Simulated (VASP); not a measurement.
Write the native input for VASP 6.6.1 that does the following.

| Property | Result |
| --- | --- |
| Task | single point |
| Functional | PBE |
| Potentials or basis | VASP PAW PBE potentials, release 64 (Ir, O) |
| Cutoff | 520 eV |
| k mesh | 18 × 18 × 6 |
| Occupations | gaussian, width 0.1 eV |
| Spin | no spin polarisation |
| Dipole correction | no |
| k mesh for the DOS | 27 × 27 × 9 |
| Occupations for the DOS | tetrahedron |
| Further INCAR settings | ALGO = Normal; EDIFF = 1e-06; NBANDS = 24 |

The system is Ir3O.

```xyz
4
Lattice="2.7521 0.0000 0.0000 -1.3760 2.3834 0.0000 0.0000 0.0000 7.8689" Properties=species:S:1:pos:R:3 pbc="T T T"
Ir    0.0000    1.5889    3.9345
Ir    0.0000    0.0000    6.1177
Ir    0.0000    0.0000    1.7512
O     0.0000    1.5889    0.0000
```

The input as run:

POSCAR

```
Ir3O
1.0
    2.7520594116      0.0000000000      0.0000000000
   -1.3760297058      2.3833533632      0.0000000000
    0.0000000000      0.0000000000      7.8689426700
Ir O
3 1
Direct
    0.3333333333      0.6666666667      0.5000000000
    0.0000000000      0.0000000000      0.7774548801
    0.0000000000      0.0000000000      0.2225451199
    0.3333333333      0.6666666667      0.0000000000
```

INCAR.step1

```
PREC = Accurate
ENCUT = 520
EDIFF = 1E-6
ISMEAR = 0
SIGMA = 0.1
LREAL = F
LASPH = T
NELM = 100
ALGO = Normal
ISIF = 2
LWAVE = F
LCHARG = T
LMAXMIX = 4
GGA = PE
NBANDS = 24
```

KPOINTS.step1

```
regular mesh
0
Gamma
  18 18 6
```

INCAR.step2

```
PREC = Accurate
ENCUT = 520
EDIFF = 1E-6
ISMEAR = -5
SIGMA = 0.1
LREAL = F
LASPH = T
NELM = 100
ALGO = Normal
ISIF = 2
LWAVE = F
LCHARG = F
LMAXMIX = 4
GGA = PE
LORBIT = 11
NBANDS = 24
NEDOS = 1001
ICHARG = 11
```

KPOINTS.step2

```
regular mesh
0
Gamma
  27 27 9
```

Potentials or basis: VASP PAW PBE potentials, release 64 (Ir, O).

The run is started by

```sh
$ cat potpaw_PBE.64/Ir/POTCAR potpaw_PBE.64/O/POTCAR > POTCAR
$ cp INCAR.step1 INCAR
$ cp KPOINTS.step1 KPOINTS
$ mpirun -np 1 vasp_std > vasp.out
$ cp INCAR.step2 INCAR
$ cp KPOINTS.step2 KPOINTS
$ mpirun -np 1 vasp_std > vasp.out
```

It gave:

```yaml
Valence_electrons_inside_the_program's_atomic_spheres: Ir 8.32, 8.14 (each value once); O 4.83
```

Caveat: an odd number of electrons without spin polarisation forces a metal; a magnetic or distorted state may lie lower.

Wall time 5.3 min on 1 thread of Intel(R) Xeon(R) Platinum 8259CL CPU @ 2.50GHz (Skylake/Cascade Lake), with other jobs on the host, peak memory 0.48 GiB.
